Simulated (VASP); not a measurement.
# AlGa3N4 (P-42m) in VASP: notebook

AlGa3N4 is run at these levels: r2SCAN; tasks: single point.

All numbers are computed with VASP 6.6.1; they aren't measurements. Logs are shortened: lines on timing, memory, paths and dates and some standing lists are left out, and cuts for length are marked.

## 1. The cell of the first run

The structure is tetragonal, space group P-42m (No. 111). Conventional cell: a = 4.242 Å, b = 4.242 Å, c = 4.689 Å, α = 90.00°, β = 90.00°, γ = 90.00°. Al (site symmetry -42m) has 4 N at 1.86 Å within 2.5 Å. Within 2.5 Å of Ga (site symmetry -42m) lie 4 N at 1.91 Å. Within 2.5 Å of Ga (site symmetry 222) lie 4 N at 1.92 Å. Within 2.5 Å of N (site symmetry m) lie 1 Al at 1.86 Å and 3 Ga at 1.91 to 1.92 Å.

## 2. Single point, r2SCAN (strain -0.050 along x and y, +0.050 along z)

File POSCAR:

```
AlGa3N4
1.0
    4.2420772296      0.0000000000      0.0000000000
    0.0000000000      4.2420772296      0.0000000000
    0.0000000000      0.0000000000      4.6886116748
Al Ga N
1 3 4
Direct
    0.0000000000      0.0000000000      0.0000000000
    0.5000000000      0.5000000000      0.0000000000
    0.5000000000      0.0000000000      0.5000000000
    0.0000000000      0.5000000000      0.5000000000
    0.7553510553      0.7553510553      0.2446489447
    0.7553510553      0.2446489447      0.7553510553
    0.2446489447      0.7553510553      0.7553510553
    0.2446489447      0.2446489447      0.2446489447
```

File INCAR.step1:

```
  ALGO = Normal
  EDIFF = 1E-4
  ENCUT = 520
  GGA = PE
  ISMEAR = 0
  LASPH = T
  LCHARG = F
  LREAL = F
  LWAVE = T
  NBANDS = 41
  NELM = 100
  PREC = Accurate
  SIGMA = 0.05
```

File INCAR.step2:

```
  ALGO = Normal
  EDIFF = 1E-6
  ENCUT = 520
  ISIF = 2
  ISMEAR = 0
  ISTART = 1
  LASPH = T
  LCHARG = T
  LELF = T
  LMIXTAU = T
  LREAL = F
  LVHAR = T
  LWAVE = F
  METAGGA = R2SCAN
  NBANDS = 41
  NELM = 100
  PREC = Accurate
  SIGMA = 0.05
```

File KPOINTS:

```
k-points
0
Gamma
  6 6 6
```

Potentials or basis: VASP PAW PBE potentials, release 64 (Al, Ga_d, N).

The run is started by

```sh
$ cat potpaw_PBE.64/Al/POTCAR potpaw_PBE.64/Ga_d/POTCAR potpaw_PBE.64/N/POTCAR > POTCAR
$ cp INCAR.step1 INCAR
$ mpirun -np 1 vasp_std > vasp.out
$ cp INCAR.step2 INCAR
$ mpirun -np 1 vasp_std > vasp.out
```

OUTCAR:

```text
EDIFF = 1E-6
   ENCUT = 520
   ISIF = 2
   ISMEAR = 0
   ISTART = 1
   LASPH = T
   LREAL = F
   METAGGA = R2SCAN
   NELM = 100
   PREC = Accurate

 ion  position               nearest neighbor table
   1  0.000  0.000  0.000-   5 1.86   6 1.86   7 1.86   8 1.86   2 3.00   2 3.00   2 3.00   2 3.00

   2  0.500  0.500  0.000-   5 1.91   6 1.91   7 1.91   8 1.91   1 3.00   1 3.00   1 3.00   1 3.00

   3  0.500  0.000  0.500-   5 1.92   6 1.92   7 1.92   8 1.92
   4  0.000  0.500  0.500-   5 1.92   6 1.92   7 1.92   8 1.92
   5  0.755  0.755  0.245-   1 1.86   2 1.91   3 1.92   4 1.92
   6  0.755  0.245  0.755-   1 1.86   2 1.91   3 1.92   4 1.92
   7  0.245  0.755  0.755-   1 1.86   2 1.91   3 1.92   4 1.92
   8  0.245  0.245  0.245-   1 1.86   2 1.91   3 1.92   4 1.92

  LATTYP: Found a simple tetragonal cell.
 ALAT       =     4.2420772296
 C/A-ratio  =     1.1052631579

  Lattice vectors:

 A1 = (   4.2420772296,   0.0000000000,   0.0000000000)
 A2 = (   0.0000000000,   4.2420772296,   0.0000000000)
 A3 = (   0.0000000000,   0.0000000000,   4.6886116748)

Analysis of symmetry for initial positions (statically):
=====================================================================
 Subroutine PRICEL returns:
 Original cell was already a primitive cell.

 Routine SETGRP: Setting up the symmetry group for a
 simple tetragonal supercell.

 Subroutine GETGRP returns: Found  8 space group operations
 (whereof  8 operations were pure point group operations)
 out of a pool of 16 trial point group operations.

The static configuration has the point symmetry D_2d.

Analysis of symmetry for dynamics (positions and initial velocities):
=====================================================================
 Subroutine PRICEL returns:
 Original cell was already a primitive cell.

 Routine SETGRP: Setting up the symmetry group for a
 simple tetragonal supercell.

 Subroutine GETGRP returns: Found  8 space group operations
 (whereof  8 operations were pure point group operations)
 out of a pool of 16 trial point group operations.

The dynamic configuration has the point symmetry D_2d.

 Subroutine INISYM returns: Found  8 space group operations
 (whereof  8 operations are pure point group operations),
 and found     1 'primitive' translations

----------------------------------------------------------------------------------------

                                     Primitive cell

  volume of cell :      84.3726

  direct lattice vectors                    reciprocal lattice vectors
     4.242077230  0.000000000  0.000000000     0.235733568  0.000000000  0.000000000
     0.000000000  4.242077230  0.000000000     0.000000000  0.235733568  0.000000000
     0.000000000  0.000000000  4.688611675     0.000000000  0.000000000  0.213282752

  length of vectors
     4.242077230  4.242077230  4.688611675     0.235733568  0.235733568  0.213282752

  position of ions in fractional coordinates (direct lattice)
     0.000000000  0.000000000  0.000000000
     0.500000000  0.500000000  0.000000000
     0.500000000  0.000000000  0.500000000
     0.000000000  0.500000000  0.500000000
     0.755351055  0.755351055  0.244648945
     0.755351055  0.244648945  0.755351055
     0.244648945  0.755351055  0.755351055
     0.244648945  0.244648945  0.244648945

  ion indices of the primitive-cell ions
   primitive index   ion index
                 1           1
                 2           2
                 3           3
                 4           4
                 5           5
                 6           6
                 7           7
                 8           8

----------------------------------------------------------------------------------------

 KPOINTS: k-points

Automatic generation of k-mesh.
 Grid dimensions read from file:
 generate k-points for:    6    6    6

 Generating k-lattice:

  Cartesian coordinates                     Fractional coordinates (reciprocal lattice)
     0.039288928  0.000000000  0.000000000     0.166666667  0.000000000  0.000000000
[... 47 lines left out ...]
   NGX = 15   NGY = 15   NGZ = 17

 number of electron      61.9999997 magnetization

 Free energy of the ion-electron system (eV)
  ---------------------------------------------------
  ext. energy  EPLUGINS =         0.00000000
  ---------------------------------------------------
  free energy    TOTEN  =       -84.39707162 eV

  energy without entropy =      -84.39707162  energy(sigma->0) =      -84.39707162

 E-fermi :   6.2627     XC(G=0): -12.6947

 val. band max:        5.9640312736   @ k =   0.1667   0.1667   0.0000
 cond. band min:       8.9453548400   @ k =   0.0000   0.0000   0.0000
 fundamental gap:      2.9813235665
 Fermi energy:         6.2626893018

 k-point     1 :       0.0000    0.0000    0.0000
  band No.  band energies     occupation
      1     -11.1426      2.00000
      2      -9.5996      2.00000
      3      -9.5006      2.00000
      4      -9.5006      2.00000
      5      -7.8206      2.00000
      6      -7.7953      2.00000
[... 33 lines left out ...]
     40      17.7662      0.00000
     41      18.2114      0.00000

 k-point     2 :       0.1667    0.0000    0.0000
  band No.  band energies     occupation
      1     -11.0119      2.00000
      2      -9.5988      2.00000
      3      -9.5625      2.00000
      4      -9.5093      2.00000
      5      -7.8138      2.00000
      6      -7.7807      2.00000
[... 33 lines left out ...]
     40      17.6133      0.00000
     41      18.2634      0.00000

 k-point     3 :       0.3333    0.0000    0.0000
  band No.  band energies     occupation
      1     -10.6558      2.00000
      2      -9.7780      2.00000
      3      -9.5953      2.00000
      4      -9.5287      2.00000
      5      -7.7870      2.00000
      6      -7.7422      2.00000
[... 875 lines left out ...]
      2      -9.8047      2.00000
      3      -9.7090      2.00000
      4      -9.5820      2.00000
      5      -7.7602      2.00000
      6      -7.7507      2.00000
[... 33 lines left out ...]
     40      16.2381      0.00000
     41      17.0485      0.00000

 k-point    24 :       0.5000    0.0000    0.3333
  band No.  band energies     occupation
      1     -10.0753      2.00000
      2      -9.9331      2.00000
      3      -9.7283      2.00000
      4      -9.6420      2.00000
      5      -7.7615      2.00000
      6      -7.7355      2.00000
[... 33 lines left out ...]
     40      16.3367      0.00000
     41      16.6393      0.00000

 [... further k-points ...]

------------------------ aborting loop because EDIFF is reached ----------------------------------------

  FORCE on cell =-STRESS in cart. coord.  units (eV):
  Direction    XX          YY          ZZ          XY          YZ          ZX
  --------------------------------------------------------------------------------------
  -------------------------------------------------------------------------------------
  Total        9.2938663      9.2938663      0.4373540      0.0000000     -0.0000000      0.0000000
  in kB      176.4841041    176.4841041      8.3050498      0.0000000     -0.0000000      0.0000000
  external PRESSURE =     120.4244194 kB  Pullay stress =       0.0000000 kB

 VOLUME and BASIS-vectors are now :
 -----------------------------------------------------------------------------
  energy-cutoff  :      520.00
  volume of cell :       84.37
      direct lattice vectors                 reciprocal lattice vectors
     4.242077230  0.000000000  0.000000000     0.235733568  0.000000000  0.000000000
     0.000000000  4.242077230  0.000000000     0.000000000  0.235733568  0.000000000
     0.000000000  0.000000000  4.688611675     0.000000000  0.000000000  0.213282752

 POSITION                                       TOTAL-FORCE (eV/Angst)
 -----------------------------------------------------------------------------------
      0.00000      0.00000      0.00000        -0.000000      0.000000      0.000000
      2.12104      2.12104      0.00000        -0.000000     -0.000000      0.000000
      2.12104      0.00000      2.34431        -0.000000      0.000000      0.000000
      0.00000      2.12104      2.34431        -0.000000      0.000000      0.000000
      3.20426      3.20426      1.14706         0.096915      0.096915      0.024661
      3.20426      1.03782      3.54155         0.096915     -0.096915     -0.024661
      1.03782      3.20426      3.54155        -0.096915      0.096915     -0.024661
      1.03782      1.03782      1.14706        -0.096915     -0.096915      0.024661
 -----------------------------------------------------------------------------------
    total drift:                               -0.000000     -0.000000     -0.000000

  FREE ENERGIE OF THE ION-ELECTRON SYSTEM (eV)
  ---------------------------------------------------
  free  energy   TOTEN  =       -84.3970716249 eV

  energy  without entropy=      -84.3970716249  energy(sigma->0) =      -84.39707162
```

Wall time 5.5 min (1 thread of Intel Xeon 6975P-C, shared host); peak memory 0.27 GiB.

Results:

* Free energy: -84.3971 eV
* Pressure: 12.0 GPa
* Largest force: 0.139 eV/Å
* Band gap on the k mesh: 2.98 eV, indirect (the least direct gap lies 0.7 meV higher)

Forces on the atoms (eV/Å):
```
Al   0.000  0.000  0.000
Ga   0.000  0.000  0.000
Ga   0.000  0.000  0.000
Ga   0.000  0.000  0.000
N    0.097  0.097  0.025
N    0.097 -0.097 -0.025
N   -0.097  0.097 -0.025
N   -0.097 -0.097  0.025
```

Levels at points of the mesh, in eV from the valence-band top:
| k point | band 28 | band 29 | band 30 | band 31 | band 32 | band 33 | band 34 | band 35 |
| --- | --- | --- | --- | --- | --- | --- | --- | --- |
| (0.00, 0.00, 0.00) | -2.29 | -0.55 | 0.00 | 0.00 | 2.98 | 3.60 | 3.60 | 4.32 |
| (0.50, 0.00, 0.00) | -2.10 | -1.84 | -1.74 | -1.49 | 5.56 | 5.72 | 7.01 | 7.10 |
| (0.50, 0.50, 0.00) | -0.75 | -0.75 | -0.73 | -0.37 | 7.62 | 7.87 | 7.87 | 8.25 |
| (0.00, 0.00, 0.50) | -1.41 | -1.41 | -1.07 | -1.07 | 5.47 | 5.48 | 6.22 | 6.22 |
| (0.50, 0.00, 0.50) | -1.55 | -1.51 | -1.36 | -1.08 | 7.23 | 7.33 | 7.49 | 7.74 |
| (0.50, 0.50, 0.50) | -0.70 | -0.70 | -0.54 | -0.45 | 5.45 | 5.45 | 5.54 | 6.66 |

Caveat: the cell differs from its parent crystal (strain -0.050 along x and y, +0.050 along z); the PAW data sets were made with another functional, which shifts forces and pressure a little.

[end of part 1 of 2]
